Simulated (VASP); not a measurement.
Crystal: Ru.

```xyz
2
Lattice="2.7058 0.0000 0.0000 -1.3529 2.3433 0.0000 0.0000 0.0000 4.2819" Properties=species:S:1:pos:R:3 pbc="T T T"
Ru    1.3529    0.7811    3.2114
Ru    0.0000    1.5622    1.0705
```

* Program: VASP 6.6.1
* Task: relaxation of cell and atoms
* Functional: BLYP
* Potentials or basis: VASP PAW PBE potentials, release 64 (Ru_pv)
* Cutoff: 600 eV
* k mesh: 11 × 11 × 6
* Occupations: fermi-dirac, width 0.05 eV
* Spin: no spin polarisation

At the start: pressure 19.7 GPa; volume 13.57 Å³/atom.

Q: Where does the relaxation end?

A: Over 10 steps the energy falls by 50.7 meV/atom and the volume is 14.45 Å³/atom (+6.5 %); space group P6_3/mmc (No. 194, to 0.1 Å) before and after.

Step by step:
| step | energy change (eV) | largest force (eV/Å) | pressure (GPa) | volume (Å³) |
| --- | --- | --- | --- | --- |
| 1 | 0.0000 | 0.0000 | 19.68 | 27.15 |
| 2 | 0.4855 | 0.0000 | -29.64 | 34.24 |
| 3 | -0.1008 | 0.0000 | -1.17 | 29.03 |
| 4 | -0.1013 | 0.0000 | -0.14 | 28.91 |
| 5 | -0.1013 | 0.0000 | 0.25 | 28.88 |
| 6 | -0.1015 | 0.0000 | 0.25 | 28.88 |
| 7 | -0.1015 | 0.0000 | 0.21 | 28.88 |
| 8 | -0.1015 | 0.0000 | 0.23 | 28.88 |
| 9 | -0.1014 | 0.0000 | -0.37 | 28.95 |
| 10 | -0.1015 | 0.0000 | -0.02 | 28.91 |

Final structure:
```xyz
2
Lattice="2.7656 0.0000 0.0000 -1.3828 2.3951 0.0000 0.0000 0.0000 4.3639" Properties=species:S:1:pos:R:3 pbc="T T T"
Ru    1.3828    0.7984    3.2729
Ru    0.0000    1.5967    1.0910
```

Caveat: the PAW data sets were made with another functional, which shifts forces and pressure a little.
